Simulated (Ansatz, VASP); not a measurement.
## Zn: VASP beside Ansatz

```
Zn
1.0
     0.00000    1.81379    1.81379
     1.81379    0.00000    1.81379
     1.81379    1.81379    0.00000
Zn
1
Direct
  0.00000 0.00000 0.00000
```

Alike in both runs: task single point; functional LDA; k mesh 16 × 16 × 16; occupations fermi-dirac, width 0.1 eV; no spin polarisation.

|  | VASP | Ansatz |
| --- | --- | --- |
| version | VASP 6.6.1 | Ansatz 0.2.0 |
| potentials or method | VASP PAW LDA potentials, release 64 (Zn), cutoff 520 eV | plane waves (420 eV) with PAW, scalar-relativistic |
| valence electrons in the cell | 12 | 12 |

|  | VASP | Ansatz | Ansatz less VASP |
| --- | --- | --- | --- |
| pressure (GPa) | 18.2 | 17.2 | -1.04 |

Ansatz warns that its potentials were made for another functional, while VASP's fit it. LDA's correlation is that of Perdew and Zunger in VASP and of Perdew and Wang (1992) in Ansatz.
